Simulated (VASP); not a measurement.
Crystal: Ag.

```
Ag
1.0
     2.04275    2.04275    0.00000
    -2.04275    2.04275    0.00000
     0.00000    2.04275    2.04275
Ag
1
Cartesian
  0.0000 0.0000 0.0000
```

```yaml
Program: VASP 6.6.1
Task: relaxation of cell and atoms
Functional: PBEsol
Potentials_or_basis: VASP PAW PBE potentials, release 64 (Ag)
Cutoff: 500 eV
k_mesh: 14 × 14 × 14
Occupations: fermi-dirac, width 0.1 eV
Spin: no spin polarisation
```

At the start: pressure -2.7 GPa; volume 17.05 Å³/atom.

How do energy, volume and symmetry change on relaxing?

Over 3 steps the energy falls by 3.6 meV/atom and the volume is 16.63 Å³/atom (-2.5 %); space group Fm-3m (No. 225, to 0.05 Å).

The path:
```csv
step,energy change (eV),largest force (eV/Å),pressure (GPa),volume (Å³)
1,0.0000,0.0000,-2.71,17.05
2,-0.0018,0.0000,2.13,16.35
3,-0.0036,0.0000,0.00,16.63
```

Final structure:
```
Ag
1.0
     2.02593    2.02593    0.00000
    -2.02593    2.02593    0.00000
     0.00000    2.02593    2.02593
Ag
1
Direct
  0.00000 0.00000 0.00000
```

Caveat: the PAW data sets were made with another functional, which shifts forces and pressure a little.
